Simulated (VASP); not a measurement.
# HfC (P6_3/mmc) in VASP: a series of runs, part 2 of 2

VASP 6.6.1. Earlier steps stand in the parts before.

### 4 Relaxation of cell and atoms, PBE

INCAR reads:

```
ALGO = Normal
EDIFF = 1E-7
EDIFFG = -0.04
ENCUT = 600
GGA = PE
IBRION = 2
ISIF = 3
ISMEAR = 0
LASPH = True
LCHARG = False
LREAL = False
LWAVE = False
NELM = 60
NSW = 90
PREC = Accurate
SIGMA = 0.1
```

KPOINTS reads:

```
k-points
0
Gamma
  6 6 4
```

POSCAR reads:

```
HfC
1.0
    3.3149491155      0.0000000000      0.0000000000
   -1.6574745577      2.8708301463      0.0000000000
    0.0000000000      0.0000000000      5.2696265495
Hf C
2 2
Direct
    0.3333333333      0.6666666667      0.2500000000
    0.6666666667      0.3333333333      0.7500000000
    0.0000000000      0.0000000000      0.0000000000
    0.0000000000      0.0000000000      0.5000000000
```

Potentials or basis: VASP PAW PBE potentials, release 64 (Hf_pv, C).

Launch:

```
> cat potpaw_PBE.64/Hf_pv/POTCAR potpaw_PBE.64/C/POTCAR > POTCAR
> mpirun -np 1 vasp_std > vasp.out
```

OUTCAR:

```text
EDIFF = 1E-7
   EDIFFG = -0.04
   ENCUT = 600
   GGA = PE
   IBRION = 2
   ISIF = 3
   ISMEAR = 0
   LASPH = True
   LREAL = False
   NELM = 60
   NSW = 90
   PREC = Accurate

 ion  position               nearest neighbor table
   1  0.333  0.667  0.250-   3 2.32   4 2.32   3 2.32   4 2.32   3 2.32   4 2.32   2 3.26   2 3.26
                             2 3.26   2 3.26   2 3.26   2 3.26
   2  0.667  0.333  0.750-   3 2.32   4 2.32   3 2.32   4 2.32   3 2.32   4 2.32   1 3.26   1 3.26
                             1 3.26   1 3.26   1 3.26   1 3.26
   3  0.000  0.000  0.000-   1 2.32   2 2.32   1 2.32   2 2.32   2 2.32   1 2.32
   4  0.000  0.000  0.500-   1 2.32   2 2.32   1 2.32   2 2.32   2 2.32   1 2.32

  LATTYP: Found a hexagonal cell.
 ALAT       =     3.3149491155
 C/A-ratio  =     1.5896553358

  Lattice vectors:

 A1 = (   3.3149491155,   0.0000000000,   0.0000000000)
 A2 = (  -1.6574745577,   2.8708301463,   0.0000000000)
 A3 = (   0.0000000000,   0.0000000000,   5.2696265495)

Analysis of symmetry for initial positions (statically):
=====================================================================
 Subroutine PRICEL returns:
 Original cell was already a primitive cell.

 Routine SETGRP: Setting up the symmetry group for a
 hexagonal supercell.

 Subroutine GETGRP returns: Found 24 space group operations
 (whereof 12 operations were pure point group operations)
 out of a pool of 24 trial point group operations.

The static configuration has the point symmetry D_3d.
 The point group associated with its full space group is D_6h.

Analysis of symmetry for dynamics (positions and initial velocities):
=====================================================================
 Subroutine PRICEL returns:
 Original cell was already a primitive cell.

 Routine SETGRP: Setting up the symmetry group for a
 hexagonal supercell.

 Subroutine GETGRP returns: Found 24 space group operations
 (whereof 12 operations were pure point group operations)
 out of a pool of 24 trial point group operations.
[... 125 lines left out ...]
  Thomas-Fermi vector in A             =   2.475751
   LORBIT       =      0    0 simple, 1 ext, 2 COOP (PROOUT), +10 PAW based schemes
   GGA     = PE    functional components
   LHFCALC =     F    Hartree Fock is set to
   AEXX    =    0.0000 exact exchange contribution
   IVDW    =     0    specifies the selected vdW correction
   LEPSILON=     F    determine dielectric tensor
   LRPA    =     F    only Hartree local field effects (RPA)
 conjugate gradient relaxation of ions
 non-spin polarized calculation
 Gauss-broadening in eV      SIGMA  =   0.10
  energy-cutoff  :      600.00
  volume of cell :       50.15
 maximum number of plane-waves:      1713
 NGX is ok and might be reduce to    28
   NGX = 13   NGY = 13   NGZ = 21

 number of electron      27.9999999 magnetization

 Free energy of the ion-electron system (eV)
  ---------------------------------------------------
  ext. energy  EPLUGINS =         0.00000000
  ---------------------------------------------------
  free energy    TOTEN  =       -41.32011989 eV

  energy without entropy =      -41.31565078  energy(sigma->0) =      -41.31788533

 E-fermi :   6.1255     XC(G=0): -12.2999

 val. band max:        6.0826893680   @ k =   0.1667   0.1667   0.2500
 cond. band min:       6.2456543693   @ k =   0.1667   0.0000   0.0000
 fundamental gap:      0.1629650013
 Fermi energy:         6.1255252554

 k-point     1 :       0.0000    0.0000    0.0000
  band No.  band energies     occupation
      1     -24.1691      2.00000
      2     -23.5968      2.00000
      3     -23.5968      2.00000
      4     -23.5163      2.00000
      5     -23.5163      2.00000
      6     -23.4482      2.00000
[... 418 lines left out ...]
      5     -23.5654      2.00000
      6     -23.5654      2.00000
[... 10 lines left out ...]
     17       9.8972      0.00000
     18       9.8972      0.00000

------------------------ aborting loop because EDIFF is reached ----------------------------------------

  FORCE on cell =-STRESS in cart. coord.  units (eV):
  Direction    XX          YY          ZZ          XY          YZ          ZX
  --------------------------------------------------------------------------------------
  -------------------------------------------------------------------------------------
  Total       -0.1543528     -0.1543528     -0.0314046     -0.0000000      0.0000000      0.0000000
  in kB       -4.9312927     -4.9312927     -1.0033218     -0.0000000      0.0000000      0.0000000
  external PRESSURE =      -3.6219691 kB  Pullay stress =       0.0000000 kB

 VOLUME and BASIS-vectors are now :
 -----------------------------------------------------------------------------
  energy-cutoff  :      600.00
  volume of cell :       50.15
      direct lattice vectors                 reciprocal lattice vectors
     3.314949116  0.000000000  0.000000000     0.301663756  0.174165651  0.000000000
    -1.657474558  2.870830146  0.000000000     0.000000000  0.348331301  0.000000000
     0.000000000  0.000000000  5.269626549     0.000000000  0.000000000  0.189766768

 POSITION                                       TOTAL-FORCE (eV/Angst)
 -----------------------------------------------------------------------------------
     -0.00000      1.91389      1.31741        -0.000000      0.000000      0.000000
      1.65747      0.95694      3.95222         0.000000     -0.000000      0.000000
      0.00000      0.00000      0.00000         0.000000      0.000000      0.000000
      0.00000      0.00000      2.63481         0.000000      0.000000      0.000000
 -----------------------------------------------------------------------------------
    total drift:                               -0.000000      0.000000     -0.000000

  FREE ENERGIE OF THE ION-ELECTRON SYSTEM (eV)
  ---------------------------------------------------
  free  energy   TOTEN  =       -41.3201198875 eV

  energy  without entropy=      -41.3156507759  energy(sigma->0) =      -41.31788533

 reached required accuracy - stopping structural energy minimisation
```

Run time: 13 s. Hardware: 1 thread of Intel Xeon 6975P-C (Granite Rapids), shared host; peak memory 0.18 GiB.

Results:

```
Free energy             : -41.3201 eV
Pressure after relaxing : -0.4 GPa
Band gap on the k mesh  : zero (band 14 reaches 7.40 eV, above the bottom of band 15 at 6.08 eV)
```

Final structure:
```cif
data_structure
_symmetry_space_group_name_H-M 'P 1'
_symmetry_Int_Tables_number 1
_cell_length_a 3.3149
_cell_length_b 3.3149
_cell_length_c 5.2696
_cell_angle_alpha 90.000
_cell_angle_beta 90.000
_cell_angle_gamma 120.000
_cell_volume 50.15
loop_
_atom_site_label
_atom_site_type_symbol
_atom_site_fract_x
_atom_site_fract_y
_atom_site_fract_z
_atom_site_occupancy
Hf1 Hf 0.33333 0.66667 0.25000 1
Hf2 Hf 0.66667 0.33333 0.75000 1
C1 C 0.00000 0.00000 0.00000 1
C2 C 0.00000 0.00000 0.50000 1
```

Levels at points of the mesh, in eV from the Fermi level:
```csv
k point,band 12,band 13,band 14,band 15,band 16,band 17
"(0.00, 0.00, 0.00)",-0.84,-0.84,1.27,1.77,1.77,2.37
"(0.50, 0.00, 0.00)",-3.09,-1.46,-0.71,1.54,4.62,5.06
"(0.00, 0.00, 0.50)",-2.24,-2.24,-2.24,4.25,4.25,4.36
"(0.50, 0.00, 0.50)",-2.79,-2.03,-2.03,1.59,1.59,5.17
```

Caveat: the k points lie up to 0.36 Å⁻¹ apart in the final cell; the relaxation stopped at its first step, so nothing moved; spin-orbit coupling is left out, which moves the levels of the heavy elements.

### 5 Overview

| task | cell | cutoff (eV) | gap on the mesh (eV) | pressure (GPa) |
| --- | --- | --- | --- | --- |
| single point | a = 3.315, b = 3.315, c = 5.270 Å, angles 90.0, 90.0, 120.0°, 4 atoms | 520 | none | -0.3 |
| single point | a = 3.316, b = 3.316, c = 5.276 Å, angles 90.0, 90.0, 120.0°, 4 atoms | 520 | none | -0.7 |
| relaxation of cell and atoms | relaxed from a = 3.315, b = 3.315, c = 5.270 Å, angles 90.0, 90.0, 120.0°, 4 atoms | 600 | none | -0.4 |

Alike in all rows: level PBE; potentials or basis VASP PAW PBE potentials, release 64 (Hf_pv, C); no spin polarisation; k mesh 6 × 6 × 4; smearing gaussian 0.1 eV.

Caveats: all runs use coarse meshes; spin-orbit coupling is left out, which moves the levels of the heavy elements; the relaxation stopped at its first step, so nothing moved (some runs).

Total energies depend on the potentials used, so only differences within one code and one set of settings carry meaning.
